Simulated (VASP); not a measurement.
Runs of VASP 6.6.1 on ZrC. The structure is that of space group Fm-3m (No. 225), or close to it. The cells are those of the table. 

```csv
cell,k mesh,gap on the mesh (eV),pressure (GPa)
"a = 3.364 Å, angles 60.0°, 2 atoms",16 × 16 × 16,none,-6.2
"a = 3.192 Å, angles 60.0°, 2 atoms",16 × 16 × 16,none,(a)
"a = 3.312, b = 3.312, c = 3.211 Å, angles 61.0, 61.0, 58.0°, 2 atoms",14 × 14 × 14,none,(b)
"a = 3.350 Å, angles 60.0°, 2 atoms",16 × 16 × 16,none,-3.8
"a = 3.382, b = 3.370, c = 3.395 Å, angles 59.7, 59.7, 60.0°, 2 atoms",14 × 14 × 14,none,-7.5
```

Alike in all rows: task single point; level PBE; potentials or basis VASP PAW PBE potentials, release 64 (Zr_sv, C); no spin polarisation; cutoff (eV) 520; smearing gaussian 0.1 eV.

Q: Estimate the missing entries.

A: (a) 36.5; (b) 13.9.

A k mesh can miss the band edges, and the runs leave out spin-orbit coupling on Zr.

A gap of «none» marks levels without a gap at the run's occupations.
